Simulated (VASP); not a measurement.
Here is a VASP 6.6.1 calculation.

File INCAR:

```
  PREC = Accurate
  ENCUT = 600
  EDIFF = 1E-7
  ISMEAR = -1
  SIGMA = 0.05
  LREAL = F
  LASPH = T
  NELM = 60
  ALGO = Fast
  ISIF = 3
  LWAVE = F
  LCHARG = F
  GGA = PE
  IVDW = 12
  IBRION = 2
  NSW = 60
  EDIFFG = -0.01
```

Contents of KPOINTS:

```
Automatic mesh
0
Gamma
  12 12 12
```

POSCAR

```
Pt
1.0
   -1.5842200000      1.5842200000      1.5842200000
    1.5842200000     -1.5842200000      1.5842200000
    1.5842200000      1.5842200000     -1.5842200000
Pt
1
Direct
    0.0000000000      0.0000000000      0.0000000000
```

Potentials or basis: VASP PAW PBE potentials, release 64 (Pt).

Run with:

```console
$ cat potpaw_PBE.64/Pt/POTCAR > POTCAR
$ mpirun -np 1 vasp_std > vasp.out
```

(1) Predict the band gap on the k mesh.

(2) Predict the relaxed volume.

(3) Estimate the space group after relaxing (to 0.05 Å).

(4) What does it give for the relaxed cell?

Answers

(1) zero (band 5 reaches 11.87 eV, above the bottom of band 6 at 9.57 eV).

(2) 15.29 Å³/atom.

(3) Im-3m (No. 229).

(4) a = 2.708 Å, b = 2.708 Å, c = 2.708 Å, α = 109.47°, β = 109.47°, γ = 109.47°.

Caveat: spin-orbit coupling is left out, which moves the levels of the heavy elements; pairwise dispersion overbinds metals, which lowers pressure and volume.
